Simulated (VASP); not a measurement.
# LaC (Fm-3m) in VASP: settings compared, part 2 of 2

VASP 6.6.1.

**3. Single point, PBE**

INCAR

```
SYSTEM = LaC
PREC = Accurate
ENCUT = 520
EDIFF = 1E-6
ISMEAR = 0
SIGMA = 0.05
LREAL = .FALSE.
LASPH = .TRUE.
NELM = 80
ALGO = Normal
ISIF = 2
LWAVE = .FALSE.
LCHARG = .TRUE.
GGA = PE
LELF = .TRUE.
LVHAR = .TRUE.
NBANDS = 14
```

KPOINTS

```
Automatic mesh
0
G
  12 12 12
  0 0 0
```

POSCAR

```
LaC
1.0
    0.0000000000      2.7165836941      2.7165836941
    2.7165836941      0.0000000000      2.7165836941
    2.7165836941      2.7165836941      0.0000000000
La C
1 1
Direct
    0.5000000000      0.5000000000      0.5000000000
    0.0000000000      0.0000000000      0.0000000000
```

Potentials or basis: VASP PAW PBE potentials, release 64 (La, C).

Run with:

```console
cat potpaw_PBE.64/La/POTCAR potpaw_PBE.64/C/POTCAR > POTCAR
mpirun -np 1 vasp_std > vasp.out
```

It took 72 s on 1 thread of Intel Xeon Platinum 8488C (Sapphire Rapids), shared host; peak memory 0.21 GiB.

Results (log left out):

```yaml
Free_energy: -13.3519 eV
Pressure: 0.0 GPa
```

Levels at points of the mesh, in eV from the Fermi level:
| k point | band 6 | band 7 | band 8 | band 9 | band 10 | band 11 |
| --- | --- | --- | --- | --- | --- | --- |
| (0.00, 0.00, 0.00) | 0.50 | 0.50 | 0.50 | 2.71 | 2.71 | 2.71 |
| (0.50, 0.00, 0.00) | -2.61 | -1.32 | -1.32 | 3.27 | 3.53 | 3.53 |
| (0.50, 0.50, 0.00) | 0.09 | 0.62 | 0.69 | 0.69 | 3.65 | 3.72 |

Caveat: spin-orbit coupling is left out, which moves the levels of the heavy elements.

**4. Single point, LDA**

INCAR

```
SYSTEM = LaC
PREC     = Accurate       ! precision mode
ENCUT    = 520            ! plane-wave cutoff, eV
EDIFF    = 1E-6           ! SCF threshold, eV
ISMEAR   = 0              ! smearing method
SIGMA    = 0.05           ! smearing width, eV
LREAL    = .False.        ! projectors in reciprocal space
LASPH    = .True.         ! aspherical terms in the spheres
NELM     = 60             ! most SCF steps
ALGO     = Normal         ! electronic algorithm
ISIF     = 2              ! what is computed and relaxed
LWAVE    = .False.        ! write WAVECAR
LCHARG   = .False.        ! write CHGCAR
NBANDS   = 14             ! bands
```

KPOINTS

```
regular mesh
0
Gamma
  12 12 12
  0 0 0
```

POSCAR is that of step 3.

Potentials or basis: VASP PAW LDA potentials, release 64 (La, C).

Run with:

```console
cat potpaw_LDA.64/La/POTCAR potpaw_LDA.64/C/POTCAR > POTCAR
mpirun -np 1 vasp_std > vasp.out
```

OUTCAR:

```text
SYSTEM = LaC
   PREC = Accurate
   ENCUT = 520
   EDIFF = 1E-6
   ISMEAR = 0
   LREAL = .False.
   LASPH = .True.
   NELM = 60
   ISIF = 2

 ion  position               nearest neighbor table
   1  0.500  0.500  0.500-   2 2.72   2 2.72   2 2.72   2 2.72   2 2.72   2 2.72
   2  0.000  0.000  0.000-   1 2.72   1 2.72   1 2.72   1 2.72   1 2.72   1 2.72

  LATTYP: Found a face centered cubic cell.
 ALAT       =     5.4331673882

  Lattice vectors:

 A1 = (   0.0000000000,   2.7165836941,   2.7165836941)
 A2 = (   2.7165836941,   0.0000000000,   2.7165836941)
 A3 = (   2.7165836941,   2.7165836941,   0.0000000000)

Analysis of symmetry for initial positions (statically):
=====================================================================
 Subroutine PRICEL returns:
 Original cell was already a primitive cell.

 Routine SETGRP: Setting up the symmetry group for a
 face centered cubic supercell.

 Subroutine GETGRP returns: Found 48 space group operations
 (whereof 48 operations were pure point group operations)
 out of a pool of 48 trial point group operations.

The static configuration has the point symmetry O_h .

Analysis of symmetry for dynamics (positions and initial velocities):
=====================================================================
 Subroutine PRICEL returns:
 Original cell was already a primitive cell.

[... 169 lines left out ...]
      5      -1.4436      2.00000
      6       7.5413      0.00000
      7       7.5413      0.00000
      8       7.5413      0.00000
      9       9.7257      0.00000
     10       9.7257      0.00000
     11       9.7257      0.00000
     12       9.9924      0.00000
     13      10.9781      0.00000
     14      10.9781      0.00000
[... 377 lines left out ...]
      1     -23.7764      2.00000
      2      -8.5918      2.00000
      3      -7.5787      2.00000
      4      -7.3513      2.00000
      5       0.1680      2.00000
      6       4.9631      2.00000
      7       5.9786      2.00000
      8       6.3865      2.00000
      9      10.0641      0.00000
     10      10.2753      0.00000
     11      10.3925      0.00000
     12      10.7558      0.00000
     13      10.8288      0.00000
     14      10.8846      0.00000

 [... further k-points ...]
[... 5 lines left out ...]
  --------------------------------------------------------------------------------------
  -------------------------------------------------------------------------------------
  Total       -1.4328013     -1.4328013     -1.4328013     -0.0000000     -0.0000000      0.0000000
  in kB      -57.2528727    -57.2528727    -57.2528727     -0.0000000     -0.0000000      0.0000000
  external PRESSURE =     -57.2528727 kB  Pullay stress =       0.0000000 kB

 VOLUME and BASIS-vectors are now :
 -----------------------------------------------------------------------------
  energy-cutoff  :      520.00
  volume of cell :       40.10
      direct lattice vectors                 reciprocal lattice vectors
     0.000000000  2.716583694  2.716583694    -0.184054701  0.184054701  0.184054701
     2.716583694  0.000000000  2.716583694     0.184054701 -0.184054701  0.184054701
     2.716583694  2.716583694  0.000000000     0.184054701  0.184054701 -0.184054701

 POSITION                                       TOTAL-FORCE (eV/Angst)
 -----------------------------------------------------------------------------------
      2.71658      2.71658      2.71658        -0.000000     -0.000000     -0.000000
      0.00000      0.00000      0.00000         0.000000      0.000000      0.000000
 -----------------------------------------------------------------------------------
    total drift:                               -0.000000     -0.000000      0.000000

  FREE ENERGIE OF THE ION-ELECTRON SYSTEM (eV)
  ---------------------------------------------------
  free  energy   TOTEN  =       -14.8209384774 eV

  energy  without entropy=      -14.8158148901  energy(sigma->0) =      -14.81837668
```

stdout:

```text
POSCAR found type information on POSCAR LaC
 POSCAR found :  2 types and       2 ions
 scaLAPACK will be used
 LDA part: xc-table for (Slater(with rela. corr.)+CA(PZ))
 , standard interpolation
 POSCAR, INCAR and KPOINTS ok, starting setup
 FFT: planning ... GRIDC
 FFT: planning ... GRID_SOFT
 FFT: planning ... GRID
 WAVECAR not read
 entering main loop
```

Run time: 65 s. Hardware: 1 thread of Intel Xeon Platinum 8488C (Sapphire Rapids), shared host; peak memory 0.19 GiB.

Results:

- Free energy: -14.8209 eV
- Pressure: -5.7 GPa

Caveat: spin-orbit coupling is left out, which moves the levels of the heavy elements.

**5. Single point, PBEsol**

INCAR

```
  PREC = Accurate
  ENCUT = 520
  EDIFF = 1E-7
  ISMEAR = 0
  SIGMA = 0.05
  LREAL = False
  LASPH = True
  NELM = 80
  ALGO = Normal
  ISIF = 2
  LWAVE = False
  LCHARG = False
  GGA = PS
  NBANDS = 14
```

KPOINTS

```
Automatic mesh
0
Gamma
  12 12 12
```

POSCAR is that of step 4.

Potentials or basis: VASP PAW PBE potentials, release 64 (La, C).

Run with:

```console
cat potpaw_PBE.64/La/POTCAR potpaw_PBE.64/C/POTCAR > POTCAR
mpirun -np 1 vasp_std > vasp.out
```

It took 85 s on 1 thread of Intel Xeon Platinum 8488C (Sapphire Rapids), shared host; peak memory 0.21 GiB.

It converged, with:

* Free energy: -14.1934 eV
* Pressure: -3.6 GPa

Levels at points of the mesh, in eV from the Fermi level:
```
           k point  band 6  band 7  band 8  band 9  band 10  band 11
(0.00, 0.00, 0.00)    0.53    0.53    0.53    2.69     2.69     2.69
(0.50, 0.00, 0.00)   -2.65   -1.32   -1.32    3.32     3.61     3.61
(0.50, 0.50, 0.00)    0.03    0.64    0.72    0.72     3.73     3.80
```

Caveat: the PAW data sets were made with another functional, which shifts forces and pressure a little; spin-orbit coupling is left out, which moves the levels of the heavy elements.

**6. The runs side by side**

| level | potentials or basis | gap on the mesh (eV) | pressure (GPa) |
| --- | --- | --- | --- |
| PBE | VASP PAW PBE potentials, release 64 (La, C) | none | 0.0 |
| LDA | VASP PAW LDA potentials, release 64 (La, C) | none | -5.7 |
| PBEsol | VASP PAW PBE potentials, release 64 (La, C) | none | -3.6 |

Alike in all rows: task single point; no spin polarisation; cell as given; k mesh 12 × 12 × 12; cutoff (eV) 520; smearing gaussian 0.05 eV.

Caveats: spin-orbit coupling is left out, which moves the levels of the heavy elements; the PAW data sets were made with another functional, which shifts forces and pressure a little (some runs).

Total energies depend on the potentials used, so only differences within one code and one set of settings carry meaning.
